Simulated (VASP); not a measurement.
Here is a VASP 6.6.1 calculation.

Contents of INCAR:

```
  PREC = Accurate
  ENCUT = 520
  EDIFF = 1E-6
  ISMEAR = 0
  SIGMA = 0.02
  LREAL = F
  LASPH = T
  NELM = 60
  ALGO = Normal
  ISIF = 2
  LWAVE = F
  LCHARG = T
  GGA = PE
  LELF = T
  LVHAR = T
  NBANDS = 46
```

KPOINTS

```
Automatic mesh
0
Gamma
  6 6 6
```

File POSCAR:

```
Cd4SeS3
1.0
    5.8065353286      0.0000000000      0.0000000000
    0.0000000000      5.8065353286      0.0000000000
    0.0000000000      0.0000000000      5.8065353286
Cd Se S
4 1 3
Direct
    0.2437919497      0.7562080503      0.2437919497
    0.2437919497      0.2437919497      0.7562080503
    0.7562080503      0.7562080503      0.7562080503
    0.7562080503      0.2437919497      0.2437919497
    0.5000000000      0.5000000000      0.5000000000
    0.5000000000      0.0000000000      0.0000000000
    0.0000000000      0.0000000000      0.5000000000
    0.0000000000      0.5000000000      0.0000000000
```

Potentials or basis: VASP PAW PBE potentials, release 64 (Cd, Se, S).

Command:

```console
$ cat potpaw_PBE.64/Cd/POTCAR potpaw_PBE.64/Se/POTCAR potpaw_PBE.64/S/POTCAR > POTCAR
$ mpirun -np 1 vasp_std > vasp.out
```

Q: Estimate the pressure.

A: 6.5 GPa.

Q: What does it give for the band gap on the k mesh?

A: 1.07 eV, direct.

Q: Estimate the largest force.

A: 0.011 eV/Å.

Forces in eV/Å, atoms in the order of the input:
```
Cd  -0.006  0.006 -0.006
Cd  -0.006 -0.006  0.006
Cd   0.006  0.006  0.006
Cd   0.006 -0.006 -0.006
Se   0.000  0.000  0.000
S    0.000  0.000  0.000
S    0.000  0.000  0.000
S    0.000  0.000  0.000
```
